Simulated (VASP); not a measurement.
Write the native input for VASP 6.6.1 that does the following.

```yaml
Task: single point
Functional: PBE
Potentials_or_basis: VASP PAW PBE potentials, release 64 (Rh_pv, Au)
Cutoff: 520 eV
k_mesh: 4 × 4 × 4
Occupations: gaussian, width 0.1 eV
Spin: no spin polarisation
Dipole_correction: no
Further_INCAR_settings: ALGO = Fast; EDIFF = 1e-06; NBANDS = 50
```

The structure of Rh2Au lies in POSCAR:

```
Rh2Au
1.0
    0.0000000000      3.6382627434      3.6382627434
    3.6382627434      0.0000000000      3.6382627434
    3.6382627434      3.6382627434      0.0000000000
Rh Au
4 2
Direct
    0.6250000000      0.6250000000      0.6250000000
    0.1250000000      0.6250000000      0.6250000000
    0.6250000000      0.6250000000      0.1250000000
    0.6250000000      0.1250000000      0.6250000000
    0.0000000000      0.0000000000      0.0000000000
    0.2500000000      0.2500000000      0.2500000000
```

One way to write it, as run:

INCAR

```
PREC     = Accurate       # precision mode
ENCUT    = 520            # plane-wave cutoff, eV
EDIFF    = 1E-6           # SCF threshold, eV
ISMEAR   = 0              # smearing method
SIGMA    = 0.1            # smearing width, eV
LREAL    = F              # projectors in reciprocal space
LASPH    = T              # aspherical terms in the spheres
NELM     = 80             # most SCF steps
ALGO     = Fast           # electronic algorithm
ISIF     = 2              # what is computed and relaxed
LWAVE    = F              # write WAVECAR
LCHARG   = F              # write CHGCAR
GGA      = PE             # functional
NBANDS   = 50             # bands
```

KPOINTS

```
regular mesh
0
Gamma
  4 4 4
```

Potentials or basis: VASP PAW PBE potentials, release 64 (Rh_pv, Au).

Run with:

```bash
$ cat potpaw_PBE.64/Rh_pv/POTCAR potpaw_PBE.64/Au/POTCAR > POTCAR
$ mpirun -np 1 vasp_std > vasp.out
```

Results of the run:

| Property | Result |
| --- | --- |
| Pressure | -0.1 GPa |
| Band gap on the k mesh | zero (bands 41 and 42 overlap by 1.45 eV) |

Caveat: the k points lie up to 0.37 Å⁻¹ apart, too coarse for converged energies and pressures of a metal; spin-orbit coupling is left out, which moves the levels of the heavy elements.

Wall time 60 s on 1 thread of AMD EPYC 7R13 Processor (Zen 3), with other jobs on the host, peak memory 0.21 GiB.
